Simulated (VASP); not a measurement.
Here is a VASP 6.6.1 calculation.

INCAR

```
SYSTEM = Eu
PREC     = Accurate       ! precision mode
ENCUT    = 520            ! plane-wave cutoff, eV
EDIFF    = 1E-6           ! SCF threshold, eV
ISMEAR   = 1              ! smearing method
SIGMA    = 0.1391         ! smearing width, eV
LREAL    = .False.        ! projectors in reciprocal space
LASPH    = .True.         ! aspherical terms in the spheres
NELM     = 150            ! most SCF steps
ALGO     = Normal         ! electronic algorithm
ISIF     = 2              ! what is computed and relaxed
LWAVE    = .False.        ! write WAVECAR
LCHARG   = .False.        ! write CHGCAR
ISPIN    = 2              ! spin polarisation
MAGMOM   = 7.97 7.97      ! initial moments
LORBIT   = 11             ! projections on sites
LMAXMIX  = 6              ! l up to which the mixer works
LDAU     = .True.         ! DFT+U
LDAUTYPE = 2            
LDAUL    = 3              ! shell
LDAUU    = 2.07           ! U, eV
LDAUJ    = 0            
LDAUPRINT= 1            
GGA      = PE             ! functional
NBANDS   = 28             ! bands
```

Contents of KPOINTS:

```
regular mesh
0
Gamma
  7 7 4
  0 0 0
```

POSCAR

```
Eu
1.0
    1.8507787000      3.2056411800      0.0000000000
   -1.8507787000      3.2056411800      0.0000000000
    0.0000000000      0.0000000000      5.8043099200
Eu
2
Direct
    0.3333300000      0.3333400000      0.7500000000
    0.6666600000      0.6666700000      0.2500000000
```

Potentials or basis: VASP PAW PBE potentials, release 64 (Eu).

Command:

```console
$ cat potpaw_PBE.64/Eu/POTCAR > POTCAR
$ mpirun -np 1 vasp_std > vasp.out
```

Question: Predict the net moment.

Answer: 15.39 μB per cell.

Question: What does it give for the pressure?

Answer: 4.9 GPa.

Question: What does it give for the site moments?

Answer: Eu +6.84 μB.

Stress tensor (GPa, compression positive):
```
4.57 0.00 0.00
0.00 4.57 0.00
0.00 0.00 5.43
```

 The state reached can hang on the start; a lower one may exist.
